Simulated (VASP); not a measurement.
Crystal: Li2Se.

```
Li Se
1.0
     0.00000    3.00320    3.00320
     3.00320    0.00000    3.00320
     3.00320    3.00320    0.00000
Li Se
2 1
Direct
  0.25000 0.25000 0.25000
  0.75000 0.75000 0.75000
  0.00000 0.00000 0.00000
```

Base run:

* Program: VASP 6.6.1
* Functional: PBE
* Potentials or basis: VASP PAW PBE potentials, release 64 (Li_sv, Se)
* Cutoff: 750 eV
* k mesh: 10 × 10 × 10
* Occupations: gaussian, width 0.05 eV
* Spin: no spin polarisation

Its results: band gap on the k mesh 2.98 eV (least direct gap 3.38 eV); pressure -0.1 GPa.

**Question.** The run is repeated on the same cell with these changes: functional from PBE to RPBE. What comes out?

**Answer.** Band gap on the k mesh 3.12 eV (least direct gap 3.55 eV); pressure 1.2 GPa.

RPBE binds less tightly than PBE, so the same cell stands under more pressure.

Caveats: the PAW data sets were made with another functional, which shifts forces and pressure a little (at least some runs).

A k mesh can miss the band edges.
